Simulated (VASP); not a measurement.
# LiF (Griceite) (Fm-3m) in VASP: further runs

Runs on LiF (Griceite). Level: PBE. Tasks: single point.

Program: VASP 6.6.1. These are calculated values, not measurements. Logs are shortened: lines on timing, memory, paths and dates and some standing lists are left out, and cuts for length are marked.

**1. The cell of the first run**

The structure is cubic, space group Fm-3m (No. 225). The conventional cell has a = 3.990 Å, b = 3.990 Å, c = 3.990 Å, α = 90.00°, β = 90.00°, γ = 90.00°. Within 2.6 Å of Li (site symmetry m-3m) lie 6 F at 1.99 Å. Within 2.6 Å of F (site symmetry m-3m) lie 6 Li at 1.99 Å.

**2. Single point, PBE**

Input file INCAR:

```
SYSTEM = LiF
PREC = Accurate
ENCUT = 520
EDIFF = 1E-7
ISMEAR = 0
SIGMA = 0.01
LREAL = .FALSE.
LASPH = .TRUE.
NELM = 80
ALGO = Normal
ISIF = 2
LWAVE = .FALSE.
LCHARG = .FALSE.
GGA = PE
NBANDS = 12
```

Input file KPOINTS:

```
regular mesh
0
G
  6 6 6
  0 0 0
```

Input file POSCAR:

```
LiF
1.0
    0.0000000000      1.9948691885      1.9948691885
    1.9948691885      0.0000000000      1.9948691885
    1.9948691885      1.9948691885      0.0000000000
Li F
1 1
Direct
    0.0000000000      0.0000000000      0.0000000000
    0.5000000000      0.5000000000      0.5000000000
```

Potentials or basis: VASP PAW PBE potentials, release 64 (Li_sv, F).

On the command line:

```
$ cat potpaw_PBE.64/Li_sv/POTCAR potpaw_PBE.64/F/POTCAR > POTCAR
$ mpirun -np 1 vasp_std > vasp.out
```

OUTCAR:

```text
SYSTEM = LiF
   PREC = Accurate
   ENCUT = 520
   EDIFF = 1E-7
   ISMEAR = 0
   LREAL = .FALSE.
   LASPH = .TRUE.
   NELM = 80
   ISIF = 2
   GGA = PE

 ion  position               nearest neighbor table
   1  0.000  0.000  0.000-   2 1.99   2 1.99   2 1.99   2 1.99   2 1.99   2 1.99
   2  0.500  0.500  0.500-   1 1.99   1 1.99   1 1.99   1 1.99   1 1.99   1 1.99

  LATTYP: Found a face centered cubic cell.
 ALAT       =     3.9897383770

  Lattice vectors:

 A1 = (   0.0000000000,   1.9948691885,   1.9948691885)
 A2 = (   1.9948691885,   0.0000000000,   1.9948691885)
 A3 = (   1.9948691885,   1.9948691885,   0.0000000000)

Analysis of symmetry for initial positions (statically):
=====================================================================
 Subroutine PRICEL returns:
 Original cell was already a primitive cell.

 Routine SETGRP: Setting up the symmetry group for a
 face centered cubic supercell.

 Subroutine GETGRP returns: Found 48 space group operations
 (whereof 48 operations were pure point group operations)
 out of a pool of 48 trial point group operations.

The static configuration has the point symmetry O_h .

Analysis of symmetry for dynamics (positions and initial velocities):
=====================================================================
 Subroutine PRICEL returns:
 Original cell was already a primitive cell.

 Routine SETGRP: Setting up the symmetry group for a
 face centered cubic supercell.

 Subroutine GETGRP returns: Found 48 space group operations
 (whereof 48 operations were pure point group operations)
 out of a pool of 48 trial point group operations.

The dynamic configuration has the point symmetry O_h .

 Subroutine INISYM returns: Found 48 space group operations
 (whereof 48 operations are pure point group operations),
 and found     1 'primitive' translations

----------------------------------------------------------------------------------------

                                     Primitive cell

  volume of cell :      15.8772

  direct lattice vectors                    reciprocal lattice vectors
     0.000000000  1.994869189  1.994869189    -0.250643001  0.250643001  0.250643001
     1.994869189  0.000000000  1.994869189     0.250643001 -0.250643001  0.250643001
     1.994869189  1.994869189  0.000000000     0.250643001  0.250643001 -0.250643001

  length of vectors
     2.821171062  2.821171062  2.821171062     0.434126412  0.434126412  0.434126412

  position of ions in fractional coordinates (direct lattice)
     0.000000000  0.000000000  0.000000000
     0.500000000  0.500000000  0.500000000

  ion indices of the primitive-cell ions
   primitive index   ion index
                 1           1
                 2           2

----------------------------------------------------------------------------------------

 KPOINTS: regular mesh

Automatic generation of k-mesh.
 Grid dimensions read from file:
 generate k-points for:    6    6    6

 Generating k-lattice:

  Cartesian coordinates                     Fractional coordinates (reciprocal lattice)
    -0.041773833  0.041773833  0.041773833     0.166666667  0.000000000  0.000000000
     0.041773833 -0.041773833  0.041773833     0.000000000  0.166666667  0.000000000
     0.041773833  0.041773833 -0.041773833     0.000000000  0.000000000  0.166666667

  Length of vectors
     0.072354402  0.072354402  0.072354402

  Shift w.r.t. Gamma in fractional coordinates (k-lattice)
     0.000000000  0.000000000  0.000000000

 Subroutine IBZKPT returns following result:
 ===========================================

 Found     16 irreducible k-points:

 Following reciprocal coordinates:
            Coordinates               Weight
  0.000000  0.000000  0.000000      1.000000
  0.166667  0.000000  0.000000      8.000000
  0.333333  0.000000  0.000000      8.000000
  0.500000  0.000000  0.000000      4.000000
  0.166667  0.166667  0.000000      6.000000
  0.333333  0.166667  0.000000     24.000000
[... 8 lines left out ...]
 -0.333333  0.333333  0.166667     24.000000
 -0.333333  0.500000  0.166667     12.000000
   k-points           NKPTS =     16   k-points in BZ     NKDIM =     16   number of bands    NBANDS=     12
   number of dos      NEDOS =    301   number of ions     NIONS =      2
   total plane-waves  NPLWV =  13824
   dimension x,y,z NGX =    24 NGY =   24 NGZ =   24
   dimension x,y,z NGXF=    48 NGYF=   48 NGZF=   48
   ions per type =               1   1
   NGX,Y,Z   is equivalent  to a cutoff of  14.14, 14.14, 14.14 a.u.
   NGXF,Y,Z  is equivalent  to a cutoff of  28.29, 28.29, 28.29 a.u.
 SYSTEM =  LiF
   PREC   = accura    normal or accurate (medium, high low for compatibility)
   ISTART =      0    job   : 0-new  1-cont  2-samecut
   ICHARG =      2    charge: 1-file 2-atom 10-const
   ISPIN  =      1    spin polarized calculation?
   LNONCOLLINEAR =      F non collinear calculations
   LSORBIT =      F    spin-orbit coupling
   LASPH  =      T    aspherical Exc in radial PAW
   ENCUT  =  520.0 eV  38.22 Ry    6.18 a.u.   5.25  5.25  5.25*2*pi/ulx,y,z
   NELM   =     80;   NELMIN=  2; NELMDL= -5     # of ELM steps
   EDIFF  = 0.1E-06   stopping-criterion for ELM
   LREAL  =      F    real-space projection
   EDIFFG = 0.1E-05   stopping-criterion for IOM
   NSW    =      0    number of steps for IOM
   IBRION =     -1    ionic relax: 0-MD 1-quasi-New 2-CG
   NFREE  =      0    steps in history (QN), initial steepest desc. (CG)
   ISIF   =      2    stress and relaxation
   ISYM   =      2    0-nonsym 1-usesym 2-fastsym
   POTIM  = 0.5000    time-step for ionic-motion
   TEBEG  =    0.0;   TEEND  =   0.0 temperature during run
   PSTRESS=    0.0 pullay stress
   NELECT =      10.0000    total number of electrons
   NUPDOWN=      -1.0000    fix difference up-down
   EMIN   =  10.00;   EMAX   =-10.00  energy-range for DOS
   EFERMI =   0.00;   METHOD = LEGACY
   ISMEAR =     0;   SIGMA  =   0.01  broadening in eV -4-tet -1-fermi 0-gaus
   EFERMI_NEDOS =   21; number of points for ismear=-14 and -15
   IALGO  =     38    algorithm
   IMIX   =      4    mixing-type and parameters
     AMIX     =   0.40;   BMIX     =  1.00
     AMIX_MAG =   1.60;   BMIX_MAG =  1.00
  volume/ion in A,a.u.               =       7.94        53.57
  Fermi-wavevector in a.u.,A,eV,Ry     =   1.403300  2.651852 26.793271  1.969250
  Thomas-Fermi vector in A             =   2.525975
   LORBIT       =      0    0 simple, 1 ext, 2 COOP (PROOUT), +10 PAW based schemes
   GGA     = PE    functional components
   LHFCALC =     F    Hartree Fock is set to
   AEXX    =    0.0000 exact exchange contribution
   IVDW    =     0    specifies the selected vdW correction
   LEPSILON=     F    determine dielectric tensor
   LRPA    =     F    only Hartree local field effects (RPA)
 non-spin polarized calculation
 Gauss-broadening in eV      SIGMA  =   0.01
  energy-cutoff  :      520.00
  volume of cell :       15.88
 maximum number of plane-waves:       444
 NGX is ok and might be reduce to    24
   NGX = 11   NGY = 11   NGZ = 11

 number of electron      10.0000000 magnetization

 number of electron       9.9999997 magnetization

 Free energy of the ion-electron system (eV)
  ---------------------------------------------------
  ext. energy  EPLUGINS =         0.00000000
  ---------------------------------------------------
  free energy    TOTEN  =        -9.62825768 eV

  energy without entropy =       -9.62825768  energy(sigma->0) =       -9.62825768

 E-fermi :  -0.6495     XC(G=0): -10.1228

 val. band max:       -0.8421196207   @ k =   0.0000   0.0000   0.0000
 cond. band min:       8.5099153333   @ k =   0.0000   0.0000   0.0000
 fundamental gap:      9.3520349539
 Fermi energy:        -0.6494588714

 k-point     1 :       0.0000    0.0000    0.0000
  band No.  band energies     occupation
      1     -41.7000      2.00000
      2     -20.8959      2.00000
      3      -0.8421      2.00000
      4      -0.8421      2.00000
      5      -0.8421      2.00000
      6       8.5099      0.00000
      7      23.5069      0.00000
      8      23.5069      0.00000
      9      23.5069      0.00000
     10      23.7658      0.00000
     11      23.7658      0.00000
     12      23.7658      0.00000

 k-point     2 :       0.1667    0.0000    0.0000
  band No.  band energies     occupation
      1     -41.6836      2.00000
      2     -20.7886      2.00000
      3      -1.5875      2.00000
      4      -0.9043      2.00000
      5      -0.9043      2.00000
      6       9.2155      0.00000
      7      18.9540      0.00000
      8      21.1606      0.00000
      9      21.1606      0.00000
     10      25.5674      0.00000
     11      25.7242      0.00000
     12      25.7242      0.00000

 k-point     3 :       0.3333    0.0000    0.0000
  band No.  band energies     occupation
      1     -41.6505      2.00000
      2     -20.5609      2.00000
      3      -2.8694      2.00000
      4      -1.0231      2.00000
      5      -1.0231      2.00000
      6      10.0396      0.00000
      7      16.5253      0.00000
      8      19.0580      0.00000
      9      19.0580      0.00000
     10      27.8694      0.00000
     11      28.5813      0.00000
     12      28.5813      0.00000

 k-point     4 :       0.5000    0.0000    0.0000
  band No.  band energies     occupation
      1     -41.6340      2.00000
      2     -20.4404      2.00000
      3      -3.4461      2.00000
      4      -1.0798      2.00000
      5      -1.0798      2.00000
      6      10.0827      0.00000
      7      16.2402      0.00000
      8      18.2829      0.00000
      9      18.2829      0.00000
     10      30.0408      0.00000
     11      30.6911      0.00000
     12      30.6911      0.00000

 k-point     5 :       0.1667    0.1667    0.0000
  band No.  band energies     occupation
      1     -41.6785      2.00000
      2     -20.7458      2.00000
      3      -1.5571      2.00000
      4      -1.1105      2.00000
      5      -1.1105      2.00000
      6       9.6127      0.00000
      7      19.8640      0.00000
      8      20.6630      0.00000
      9      20.7324      0.00000
     10      20.7325      0.00000
     11      29.0626      0.00000
     12      29.0626      0.00000
[... 108 lines left out ...]
      1     -41.6173      2.00000
      2     -20.1540      2.00000
      3      -3.9721      2.00000
      4      -1.8827      2.00000
      5      -1.8827      2.00000
      6      14.2410      0.00000
      7      15.7660      0.00000
      8      16.9589      0.00000
      9      19.7364      0.00000
     10      19.7364      0.00000
     11      33.0935      0.00000
     12      37.9196      0.00000

 k-point    14 :       0.5000    0.3333    0.1667
  band No.  band energies     occupation
      1     -41.6307      2.00000
      2     -20.3494      2.00000
      3      -3.0288      2.00000
      4      -2.1465      2.00000
      5      -1.3817      2.00000
      6      12.1985      0.00000
      7      15.2756      0.00000
      8      18.2885      0.00000
      9      19.1247      0.00000
     10      24.0006      0.00000
     11      30.4120      0.00000
     12      34.2723      0.00000

 k-point    15 :      -0.3333    0.3333    0.1667
  band No.  band energies     occupation
      1     -41.6204      2.00000
      2     -20.2492      2.00000
      3      -3.1433      2.00000
      4      -2.5799      2.00000
      5      -1.4931      2.00000
      6      12.9091      0.00000
      7      14.7750      0.00000
      8      17.9857      0.00000
      9      18.7414      0.00000
     10      26.7826      0.00000
     11      27.6016      0.00000
     12      35.1315      0.00000

 k-point    16 :      -0.3333    0.5000    0.1667
  band No.  band energies     occupation
      1     -41.6162      2.00000
      2     -20.1758      2.00000
      3      -3.5065      2.00000
      4      -2.4688      2.00000
      5      -1.7206      2.00000
      6      14.2923      0.00000
      7      14.7937      0.00000
      8      16.9003      0.00000
      9      19.0046      0.00000
     10      23.4548      0.00000
     11      31.2264      0.00000
     12      33.6665      0.00000

------------------------ aborting loop because EDIFF is reached ----------------------------------------

  FORCE on cell =-STRESS in cart. coord.  units (eV):
  Direction    XX          YY          ZZ          XY          YZ          ZX
  --------------------------------------------------------------------------------------
  -------------------------------------------------------------------------------------
  Total        0.3955269      0.3955269      0.3955269      0.0000000      0.0000000      0.0000000
  in kB       39.9129072     39.9129072     39.9129072      0.0000000      0.0000000      0.0000000
  external PRESSURE =      39.9129072 kB  Pullay stress =       0.0000000 kB

 VOLUME and BASIS-vectors are now :
 -----------------------------------------------------------------------------
  energy-cutoff  :      520.00
  volume of cell :       15.88
      direct lattice vectors                 reciprocal lattice vectors
     0.000000000  1.994869189  1.994869189    -0.250643001  0.250643001  0.250643001
     1.994869189  0.000000000  1.994869189     0.250643001 -0.250643001  0.250643001
     1.994869189  1.994869189  0.000000000     0.250643001  0.250643001 -0.250643001

 POSITION                                       TOTAL-FORCE (eV/Angst)
 -----------------------------------------------------------------------------------
      0.00000      0.00000      0.00000        -0.000000     -0.000000      0.000000
      1.99487      1.99487      1.99487         0.000000      0.000000     -0.000000
 -----------------------------------------------------------------------------------
    total drift:                               -0.000000     -0.000000      0.000000

  FREE ENERGIE OF THE ION-ELECTRON SYSTEM (eV)
  ---------------------------------------------------
  free  energy   TOTEN  =        -9.6282576808 eV

  energy  without entropy=       -9.6282576808  energy(sigma->0) =       -9.62825768
```

Run time: 5.9 s. Hardware: 1 thread of Intel Xeon 8259CL, shared host; peak memory 0.13 GiB.

What came out:

```
Free energy            : -9.6283 eV
Band gap on the k mesh : 9.35 eV, direct
```

Levels at points of the mesh, in eV from the valence-band top:
```tsv
k point	band 1	band 2	band 3	band 4	band 5	band 6	band 7	band 8	band 9	band 10
(0.00, 0.00, 0.00)	-40.86	-20.05	0.00	0.00	0.00	9.35	24.35	24.35	24.35	24.61
(0.50, 0.00, 0.00)	-40.79	-19.60	-2.60	-0.24	-0.24	10.92	17.08	19.12	19.12	30.88
(0.50, 0.50, 0.00)	-40.78	-19.31	-3.13	-1.04	-1.04	15.08	16.61	17.80	20.58	20.58
```

Caveat: the k points lie up to 0.45 Å⁻¹ apart; the cutoff is under 1.25 times the usual one of these potentials, so pressure, stress and relaxed cells hold a basis-set (Pulay) error. As with any semilocal functional, this PBE gap is likely too small.

**3. Single point, PBE (volume changed by -5%)**

Input file INCAR:

```
PREC = Accurate
ENCUT = 520
EDIFF = 1E-6
ISMEAR = 0
SIGMA = 0.01
LREAL = False
LASPH = True
NELM = 60
ALGO = Normal
ISIF = 2
LWAVE = False
LCHARG = False
GGA = PE
NBANDS = 12
```

Input file KPOINTS:

```
Automatic mesh
0
Gamma
  6 6 6
```

Input file POSCAR:

```
LiF
1.0
    0.0000000000      1.9610513132      1.9610513132
    1.9610513132      0.0000000000      1.9610513132
    1.9610513132      1.9610513132      0.0000000000
Li F
1 1
Direct
    0.0000000000      0.0000000000      0.0000000000
    0.5000000000      0.5000000000      0.5000000000
```

Potentials or basis: VASP PAW PBE potentials, release 64 (Li_sv, F).

On the command line:

```
$ cat potpaw_PBE.64/Li_sv/POTCAR potpaw_PBE.64/F/POTCAR > POTCAR
$ mpirun -np 1 vasp_std > vasp.out
```

Run time: 5.7 s. Hardware: 1 thread of Intel Xeon 8259CL, shared host; peak memory 0.13 GiB.

It converged, with:

```
Free energy            : -9.5941 eV
Band gap on the k mesh : 9.84 eV, direct
```

Levels at points of the mesh, in eV from the valence-band top:
```csv
k point,band 3,band 4,band 5,band 6,band 7,band 8
"(0.00, 0.00, 0.00)",0.00,0.00,0.00,9.84,25.04,25.04
"(0.50, 0.00, 0.00)",-2.77,-0.26,-0.26,11.20,17.72,19.54
"(0.50, 0.50, 0.00)",-3.37,-1.12,-1.12,15.59,16.85,18.45
```

Caveat: the k points lie up to 0.46 Å⁻¹ apart; the cutoff is under 1.25 times the usual one of these potentials, so pressure, stress and relaxed cells hold a basis-set (Pulay) error.
